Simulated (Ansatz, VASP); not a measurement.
## Two plane-wave programs on Lu2Si2O

```
Lu Si O
1.0
     2.97741    0.00000    0.00000
     0.00000    2.97741    0.00000
     0.00000    0.00000    9.30910
Lu Si O
2 2 1
Direct
  0.50000 0.50000 0.16656
  0.50000 0.50000 0.83344
  0.00000 0.00000 0.37282
  0.00000 0.00000 0.62718
  0.00000 0.00000 0.00000
```

Alike in both runs: functional PBE; k mesh 6 × 6 × 2; occupations gaussian, width 0.1 eV; no spin polarisation.

Ansatz relaxed the structure, and its values are those at the end. VASP's run is a single point on that final structure, the one shown.

```csv
,VASP,Ansatz
version,VASP 6.6.1,Ansatz 0.2.0
potentials or method,"VASP PAW PBE potentials, release 64 (Lu, Si, O), cutoff 520 eV","scalar-relativistic, plane waves, PAW"
valence electrons in the cell,64,64
```

```tsv
	VASP	Ansatz	Ansatz less VASP
gap on the k mesh at the Fermi level (eV)	none	none	-
pressure (GPa)	0.4	0.1	-0.29
rms of the force components (eV/Å)	0.006	0.007	+0.0009
```

A gap of «none» marks a metal or a gap that the smearing closes. The functional is the same, so the differences come from potentials, cutoffs and numerics.

Neither program's run includes spin-orbit coupling.
